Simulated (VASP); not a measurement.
Write the native input for VASP 6.6.1 that does the following.

- Task: single point
- Functional: PBE
- Dispersion: D3(BJ)
- Potentials or basis: VASP PAW PBE potentials, release 64 (Pb_d, Se)
- Cutoff: 520 eV
- k mesh: 10 × 10 × 10
- Occupations: gaussian, width 0.03 eV
- Spin: no spin polarisation
- Dipole correction: no
- Further INCAR settings: ALGO = Normal; EDIFF = 1e-07; NBANDS = 17

The structure of PbSe lies in POSCAR:

```
PbSe
1.0
    0.0000000000      2.9283991162      3.1222591377
    2.9283991162      0.0000000000      3.1222591377
    2.9283991162      2.9283991162      0.0000000000
Pb Se
1 1
Direct
    0.0000000000      0.0000000000      0.0000000000
    0.5000000000      0.5000000000      0.5000000000
```

One way to write it, as run:

INCAR

```
PREC = Accurate ; ENCUT = 520
EDIFF = 1E-7 ; ISMEAR = 0
SIGMA = 0.03 ; LREAL = False
LASPH = True ; NELM = 80
ALGO = Normal ; ISIF = 2
LWAVE = False ; LCHARG = False
GGA = PE ; IVDW = 12
NBANDS = 17
```

KPOINTS

```
regular mesh
0
Gamma
  10 10 10
```

Potentials or basis: VASP PAW PBE potentials, release 64 (Pb_d, Se).

Command:

```console
$ cat potpaw_PBE.64/Pb_d/POTCAR potpaw_PBE.64/Se/POTCAR > POTCAR
$ mpirun -np 1 vasp_std > vasp.out
```

Results of the run:

```
Pressure                   : 5.2 GPa
Band gap on the k mesh     : 0.08 eV
Dispersion energy per atom : -0.395 eV
```

Caveat: the cell stands under pressure; spin-orbit coupling is left out, which moves the levels of the heavy elements.

Run time: 85 s on 1 thread of Intel(R) Xeon(R) Platinum 8259CL CPU @ 2.50GHz (Skylake/Cascade Lake) (shared host), peak memory 0.25 GiB.
